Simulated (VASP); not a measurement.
# ZrH (P4_2/mmc) in VASP: notebook, part 2 of 2

VASP 6.6.1.

## 6. Single point, r2SCAN (biaxial strain in the a-b plane: +2.0 %, then relaxed in part)

Input file POSCAR:

```
ZrH
1.0
    3.3078377601      0.0000000000      0.0000000000
    0.0000000000      3.3078377601      0.0000000000
    0.0000000000      0.0000000000      4.8758273266
Zr H
2 2
Direct
    0.0000000000      0.5000000000      0.0000000000
    0.5000000000      0.0000000000      0.5000000000
    0.0000000000      0.0000000000      0.7500000000
    0.0000000000      0.0000000000      0.2500000000
```

Input file INCAR.step1:

```
PREC     = Accurate       # precision mode
ENCUT    = 520            # plane-wave cutoff, eV
ISMEAR   = 0              # smearing method
SIGMA    = 0.1            # smearing width, eV
LREAL    = False          # projectors in reciprocal space
LASPH    = True           # aspherical terms in the spheres
NELM     = 100            # most SCF steps
NBANDS   = 21             # bands
GGA      = PE             # functional
ALGO     = Normal         # electronic algorithm
EDIFF    = 1E-4           # SCF threshold, eV
LWAVE    = True           # write WAVECAR
LCHARG   = False          # write CHGCAR
```

Input file INCAR.step2:

```
PREC     = Accurate       # precision mode
ENCUT    = 520            # plane-wave cutoff, eV
EDIFF    = 1E-7           # SCF threshold, eV
ISMEAR   = 0              # smearing method
SIGMA    = 0.1            # smearing width, eV
LREAL    = False          # projectors in reciprocal space
LASPH    = True           # aspherical terms in the spheres
NELM     = 100            # most SCF steps
ALGO     = Normal         # electronic algorithm
ISIF     = 2              # what is computed and relaxed
LWAVE    = False          # write WAVECAR
LCHARG   = False          # write CHGCAR
METAGGA  = R2SCAN         # meta-GGA
LMIXTAU  = True         
NBANDS   = 21             # bands
ISTART   = 1
```

Input file KPOINTS:

```
Automatic mesh
0
Gamma
  16 16 10
```

Potentials or basis: VASP PAW PBE potentials, release 64 (Zr_sv, H).

On the command line:

```console
$ cat potpaw_PBE.64/Zr_sv/POTCAR potpaw_PBE.64/H/POTCAR > POTCAR
$ cp INCAR.step1 INCAR
$ mpirun -np 1 vasp_std > vasp.out
$ cp INCAR.step2 INCAR
$ mpirun -np 1 vasp_std > vasp.out
```

OUTCAR:

```text
PREC = Accurate
   ENCUT = 520
   EDIFF = 1E-7
   ISMEAR = 0
   LREAL = False
   LASPH = True
   NELM = 100
   ISIF = 2
   METAGGA = R2SCAN
   ISTART = 1

 ion  position               nearest neighbor table
   1  0.000  0.500  0.000-   3 2.05   4 2.05   3 2.05   4 2.05   2 3.38   2 3.38   2 3.38   2 3.38
                             2 3.38   2 3.38   2 3.38   2 3.38
   2  0.500  0.000  0.500-   3 2.05   4 2.05   3 2.05   4 2.05   1 3.38   1 3.38   1 3.38   1 3.38
                             1 3.38   1 3.38   1 3.38   1 3.38
   3  0.000  0.000  0.750-   1 2.05   2 2.05   1 2.05   2 2.05
   4  0.000  0.000  0.250-   1 2.05   2 2.05   1 2.05   2 2.05

  LATTYP: Found a simple tetragonal cell.
 ALAT       =     3.3078377601
 C/A-ratio  =     1.4740225127

  Lattice vectors:

 A1 = (   3.3078377601,   0.0000000000,   0.0000000000)
 A2 = (   0.0000000000,   3.3078377601,   0.0000000000)
 A3 = (   0.0000000000,   0.0000000000,   4.8758273266)

Analysis of symmetry for initial positions (statically):
=====================================================================
 Subroutine PRICEL returns:
 Original cell was already a primitive cell.

 Routine SETGRP: Setting up the symmetry group for a
 simple tetragonal supercell.

 Subroutine GETGRP returns: Found 16 space group operations
 (whereof  8 operations were pure point group operations)
 out of a pool of 16 trial point group operations.

The static configuration has the point symmetry D_2h.
 The point group associated with its full space group is D_4h.

Analysis of symmetry for dynamics (positions and initial velocities):
=====================================================================
 Subroutine PRICEL returns:
 Original cell was already a primitive cell.

[... 128 lines left out ...]
   EFERMI_NEDOS =   21; number of points for ismear=-14 and -15
   IALGO  =     38    algorithm
   IMIX   =      4    mixing-type and parameters
     AMIX     =   0.40;   BMIX     =  1.00
     AMIX_MAG =   1.60;   BMIX_MAG =  1.00
  volume/ion in A,a.u.               =      13.34        90.01
  Fermi-wavevector in a.u.,A,eV,Ry     =   1.288310  2.434553 22.582169  1.659743
  Thomas-Fermi vector in A             =   2.420271
   LORBIT       =      0    0 simple, 1 ext, 2 COOP (PROOUT), +10 PAW based schemes
   METAGGA = R2SCAN    functional components
   LHFCALC =     F    Hartree Fock is set to
   AEXX    =    0.0000 exact exchange contribution
   IVDW    =     0    specifies the selected vdW correction
   LEPSILON=     F    determine dielectric tensor
   LRPA    =     F    only Hartree local field effects (RPA)
 non-spin polarized calculation
 Gauss-broadening in eV      SIGMA  =   0.10
  energy-cutoff  :      520.00
  volume of cell :       53.35
 maximum number of plane-waves:      1464
 NGX is ok and might be reduce to    28
   NGX = 13   NGY = 13   NGZ = 19

 number of electron      25.9999996 magnetization

 Free energy of the ion-electron system (eV)
  ---------------------------------------------------
  ext. energy  EPLUGINS =         0.00000000
  ---------------------------------------------------
  free energy    TOTEN  =       -54.37599145 eV

  energy without entropy =      -54.36655443  energy(sigma->0) =      -54.37127294

 E-fermi :   8.1064     XC(G=0): -11.7277

 val. band max:        8.1054554163   @ k =   0.3125   0.3125   0.3000
 cond. band min:       8.1177188496   @ k =   0.5000   0.1875   0.0000
 fundamental gap:      0.0122634333
 Fermi energy:         8.1063836730

 k-point     1 :       0.0000    0.0000    0.0000
  band No.  band energies     occupation
      1     -42.7215      2.00000
      2     -42.6102      2.00000
      3     -20.3580      2.00000
      4     -19.9337      2.00000
      5     -19.9337      2.00000
      6     -19.6778      2.00000
[... 565 lines left out ...]
     20      13.4849      0.00000
     21      15.9943      0.00000

 [... further k-points ...]

------------------------ aborting loop because EDIFF is reached ----------------------------------------

  FORCE on cell =-STRESS in cart. coord.  units (eV):
  Direction    XX          YY          ZZ          XY          YZ          ZX
  --------------------------------------------------------------------------------------
  -------------------------------------------------------------------------------------
  Total       -0.8622681     -0.8622681     -0.0224810      0.0000000      0.0000000      0.0000000
  in kB      -25.8950174    -25.8950174     -0.6751344      0.0000000      0.0000000      0.0000000
  external PRESSURE =     -17.4883897 kB  Pullay stress =       0.0000000 kB

 VOLUME and BASIS-vectors are now :
 -----------------------------------------------------------------------------
  energy-cutoff  :      520.00
  volume of cell :       53.35
      direct lattice vectors                 reciprocal lattice vectors
     3.307837760  0.000000000  0.000000000     0.302312288  0.000000000  0.000000000
     0.000000000  3.307837760  0.000000000     0.000000000  0.302312288  0.000000000
     0.000000000  0.000000000  4.875827327     0.000000000  0.000000000  0.205093399

 POSITION                                       TOTAL-FORCE (eV/Angst)
 -----------------------------------------------------------------------------------
      0.00000      1.65392      0.00000         0.000000      0.000000      0.000000
      1.65392      0.00000      2.43791         0.000000      0.000000      0.000000
      0.00000      0.00000      3.65687         0.000000      0.000000      0.000000
      0.00000      0.00000      1.21896        -0.000000      0.000000     -0.000000
 -----------------------------------------------------------------------------------
    total drift:                               -0.000000      0.000000      0.000000

  FREE ENERGIE OF THE ION-ELECTRON SYSTEM (eV)
  ---------------------------------------------------
  free  energy   TOTEN  =       -54.3759914506 eV

  energy  without entropy=      -54.3665544304  energy(sigma->0) =      -54.37127294
```

OUTCAR.step1:

```text
PREC = Accurate
   ENCUT = 520
   ISMEAR = 0
   LREAL = False
   LASPH = True
[... 809 lines left out ...]
      0.00000      1.65392      0.00000         0.000000      0.000000      0.000000
      1.65392      0.00000      2.43791         0.000000      0.000000      0.000000
      0.00000      0.00000      3.65687         0.000000     -0.000000     -0.000000
      0.00000      0.00000      1.21896        -0.000000      0.000000      0.000000
 -----------------------------------------------------------------------------------
    total drift:                                0.000000      0.000000      0.000000

  FREE ENERGIE OF THE ION-ELECTRON SYSTEM (eV)
  ---------------------------------------------------
  free  energy   TOTEN  =       -25.5166171184 eV

  energy  without entropy=      -25.5057708558  energy(sigma->0) =      -25.51119399
```

OSZICAR.step1:

```text
N       E                     dE             d eps       ncg     rms          rms(c)
DAV:   1     0.217733468061E+03    0.21773E+03   -0.13975E+04 11340   0.121E+03
DAV:   2    -0.105417798418E+02   -0.22828E+03   -0.22307E+03 12833   0.355E+02
DAV:   3    -0.271926202353E+02   -0.16651E+02   -0.16511E+02 21390   0.701E+01
DAV:   4    -0.275883893606E+02   -0.39577E+00   -0.39497E+00 13847   0.115E+01
DAV:   5    -0.276002806772E+02   -0.11891E-01   -0.11889E-01 17496   0.136E+00    0.186E+01
DAV:   6    -0.258217163517E+02    0.17786E+01   -0.25563E+00 13159   0.103E+01    0.697E+00
DAV:   7    -0.255047036421E+02    0.31701E+00   -0.14064E+00 15970   0.663E+00    0.116E+00
DAV:   8    -0.255163071289E+02   -0.11603E-01   -0.13883E-01 14760   0.206E+00    0.582E-01
DAV:   9    -0.255169102679E+02   -0.60314E-03   -0.81259E-03 14848   0.677E-01    0.120E-01
DAV:  10    -0.255166230763E+02    0.28719E-03   -0.51412E-04 12300   0.120E-01    0.512E-02
DAV:  11    -0.255166171184E+02    0.59579E-05   -0.37921E-05  8135   0.492E-02
   1 F= -.25516617E+02 E0= -.25511194E+02  d E =-.108463E-01
```

It took 6.9 min on 1 thread of Intel Xeon 6975P-C (Granite Rapids), shared host; peak memory 0.37 GiB.

What came out:

- Free energy: -54.3760 eV
- Pressure: -1.7 GPa
- Band gap on the k mesh: zero (bands 13 and 14 overlap by 1.22 eV)

Caveat: the cell differs from its parent crystal (biaxial strain in the a-b plane: +2.0 %, then relaxed in part); the PAW data sets were made with another functional, which shifts forces and pressure a little.

## 7. Summary

```tsv
cell	k mesh	gap on the mesh (eV)	pressure (GPa)
a = 3.243, b = 3.243, c = 4.948 Å, 4 atoms	14 × 14 × 8	none	0.9
a = 3.243, b = 3.243, c = 4.982 Å, 4 atoms	14 × 14 × 8	none	-0.1
a = 3.281, b = 3.281, c = 5.014 Å, 4 atoms	14 × 14 × 8	none	-3.4
a = 3.275, b = 3.275, c = 4.953 Å, 4 atoms	16 × 16 × 10	none	-1.5
a = 3.308, b = 3.308, c = 4.876 Å, 4 atoms	16 × 16 × 10	none	-1.7
```

Alike in all rows: task single point; level r2SCAN; potentials or basis VASP PAW PBE potentials, release 64 (Zr_sv, H); no spin polarisation; cutoff (eV) 520; smearing gaussian 0.1 eV.

Caveats: the PAW data sets were made with another functional, which shifts forces and pressure a little; the cell stands under tension (at least some runs).

Total energies depend on the potentials used, so only differences within one code and one set of settings carry meaning.
